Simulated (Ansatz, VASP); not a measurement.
## Al2InN3 in VASP and in Ansatz

```xyz
6
Lattice="5.2499 0.0000 0.0000 -2.6249 4.5465 0.0000 0.0000 0.0000 2.7482" Properties=species:S:1:pos:R:3 pbc="T T T"
Al    0.0000    3.0310    1.3741
Al    2.6249    1.5155    1.3741
In    0.0000    0.0000    0.0000
N     2.1617    0.0000    0.0000
N    -1.0809    1.8721    0.0000
N     1.5441    2.6744    0.0000
```

Alike in both runs: functional PBE; k mesh 12 × 12 × 14; occupations gaussian, width 0.1 eV; no spin polarisation.

Ansatz relaxed the structure, and its values are those at the end. VASP's run is a single point on that final structure, the one shown.

|  | VASP | Ansatz |
| --- | --- | --- |
| version | VASP 6.6.1 | Ansatz 0.2.0 |
| potentials or method | VASP PAW PBE potentials, release 64 (Al, In_d, N), cutoff 520 eV | scalar-relativistic, plane waves, PAW |
| valence electrons in the cell | 34 | 34 |

Ansatz gave:

```
gap on the k mesh at the Fermi level (eV) : none
pressure (GPa)                            : 0.0
rms of the force components (eV/Å)        : 0.000
```

Problem. What did VASP give for the same quantities?

Solution. gap on the k mesh at the Fermi level (eV): none; pressure (GPa): -0.1; rms of the force components (eV/Å): 0.011.

A gap of «none» marks a metal or a gap that the smearing closes.
